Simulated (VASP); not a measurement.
Set up this calculation in VASP 6.6.1, as the native input.

```
Task                   : single point
Functional             : PBEsol
Potentials or basis    : VASP PAW PBE potentials, release 64 (Ti_sv, Si)
Cutoff                 : 520 eV
k mesh                 : 14 × 14 × 14
Occupations            : gaussian, width 0.15 eV
Spin                   : no spin polarisation
Dipole correction      : no
Further INCAR settings : ALGO = Normal; EDIFF = 1e-07; NBANDS = 29
```

The structure of TiSi2 lies in POSCAR:

```
TiSi2
1.0
    0.0000000000      4.0910612953      4.2480470636
    2.3808780418      0.0000000000      4.2480470636
    2.3808780418      4.0910612953      0.0000000000
Ti Si
2 4
Direct
    0.7752007868      0.7247992132      0.7247992132
    0.4747992132      0.5252007868      0.5252007868
    0.0932354275      0.3917043797      0.0790986973
    0.4359614955      0.0790986973      0.3917043797
    0.1567645725      0.8582956203      0.1709013027
    0.8140385045      0.1709013027      0.8582956203
```

This cell differs from its parent crystal: atoms displaced along a vibrational mode.

These files were run (other wordings do the same):

INCAR

```
SYSTEM = TiSi2
PREC = Accurate
ENCUT = 520
EDIFF = 1E-7
ISMEAR = 0
SIGMA = 0.15
LREAL = .FALSE.
LASPH = .TRUE.
NELM = 100
ALGO = Normal
ISIF = 2
LWAVE = .FALSE.
LCHARG = .FALSE.
GGA = PS
NBANDS = 29
```

KPOINTS

```
Automatic mesh
0
G
  14 14 14
  0 0 0
```

Potentials or basis: VASP PAW PBE potentials, release 64 (Ti_sv, Si).

The run is started by

```console
$ cat potpaw_PBE.64/Ti_sv/POTCAR potpaw_PBE.64/Si/POTCAR > POTCAR
$ mpirun -np 1 vasp_std > vasp.out
```

It gave:

```json
{
  "Pressure": "1.8 GPa",
  "Largest force": "1.408 eV/Å",
  "Band gap on the k mesh": "zero (bands 20 and 21 overlap by 1.79 eV)"
}
```

Caveat: the cell differs from its parent crystal (atoms displaced along a vibrational mode); the PAW data sets were made with another functional, which shifts forces and pressure a little.

Wall time 22 min on 1 thread of Intel(R) Xeon(R) 6975P-C (Granite Rapids), with other jobs on the host, peak memory 1.4 GiB.
